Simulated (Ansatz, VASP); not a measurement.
Re in VASP and in Ansatz

Contents of INCAR:

```
ALGO = Normal
EDIFF = 1E-7
EDIFFG = -0.01
ENCUT = 600
GGA = PE
IBRION = 2
ISIF = 3
ISMEAR = -1
LASPH = True
LCHARG = False
LREAL = False
LWAVE = False
NELM = 60
NSW = 60
PREC = Accurate
SIGMA = 0.05
```

Contents of KPOINTS:

```
k-points
0
Gamma
  11 11 6
```

Contents of POSCAR:

```
Re
1.0
    2.7608000000      0.0000000000      0.0000000000
   -1.3804000000      2.3909229348      0.0000000000
    0.0000000000      0.0000000000      4.4582000000
Re
2
Direct
    0.6666666667      0.3333333333      0.7500000000
    0.3333333333      0.6666666667      0.2500000000
```

Contents of input.yaml:

```yaml
crystal:
  lattice:
    - [2.7608, 0.0, 0.0]
    - [-1.3804, 2.3909229348, 0.0]
    - [0.0, 0.0, 4.4582]
  atoms:
    - { symbol: Re, position: [0.6666666667, 0.3333333333, 0.75] }
    - { symbol: Re, position: [0.3333333333, 0.6666666667, 0.25] }
hamiltonian:
  xc: pbe
  pseudopotentials: { kind: paw }
kpoints:
  mp_grid: { grid: [11, 11, 6] }
scf:
  occupations: { method: fermi_dirac, width: 0.05 }
output:
  forces: true
  stress: true
  eigenvalues: true
  write_density: true
  write_potential: true
  elf: true
  volumetric_format: npy
relax:
  f_tol: 0.01
  max_steps: 40
  cell: { stress_tol: 0.05 }
```

Alike in both runs: task relaxation of cell and atoms; functional PBE; k mesh 11 × 11 × 6; occupations fermi-dirac, width 0.05 eV; no spin polarisation.

|  | VASP | Ansatz |
| --- | --- | --- |
| version | VASP 6.6.1 | Ansatz 0.2.0 |
| potentials or method | VASP PAW PBE potentials, release 64 (Re) | Ansatz PAW |
| plane-wave cutoff (eV) | 600 | 420 |
| valence electrons in the cell | 14 | 30 |

```tsv
	VASP	Ansatz	Ansatz less VASP
gap on the k mesh at the Fermi level, each at its own relaxed structure (eV)	none	none	-
relaxed volume (Å³/atom)	14.93	14.95	+0.017
relaxed cell length with the largest relative difference (Å)	4.481	4.484	+0.0037
```

A gap of «none» marks a metal or a gap that the smearing closes. VASP's potentials hold 14 valence electrons a cell and Ansatz's 30, so a difference there can come from the potentials and not from the codes.

Neither program's run includes spin-orbit coupling. Noted on Ansatz's run: the plane-wave basis is chosen anew once the cell has moved, so the energies of steps on either side of that aren't comparable.
